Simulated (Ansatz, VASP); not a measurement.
## LiF in VASP and in Ansatz

```
CELL_PARAMETERS angstrom
3.10199 0.00000 0.00000
-1.55099 2.68640 0.00000
0.00000 0.00000 4.57977
ATOMIC_POSITIONS crystal
Li 0.33333 0.66667 0.38107
Li 0.66667 0.33333 0.88107
F 0.33333 0.66667 0.99393
F 0.66667 0.33333 0.49393
```

Alike in both runs: task single point; functional PBE; k mesh 9 × 9 × 6; occupations gaussian, width 0.05 eV; no spin polarisation.

|  | VASP | Ansatz |
| --- | --- | --- |
| version | VASP 6.6.1 | Ansatz 0.2.0 |
| potentials or method | VASP PAW PBE potentials, release 64 (Li_sv, F), cutoff 520 eV | scalar-relativistic, plane waves, PAW |
| valence electrons in the cell | 20 | 20 |

```tsv
	VASP	Ansatz	Ansatz less VASP
gap on the k mesh at the Fermi level (eV)	7.96	7.97	+0.014
least direct gap on the mesh (eV)	7.96	7.97	+0.014
rms of the force components (eV/Å)	0.211	0.200	-0.0105
```

Atom by atom the forces differ by 0.011 eV/Å (rms over components).

Noted on VASP's run: the cutoff is short for stress, so the pressure is rough.
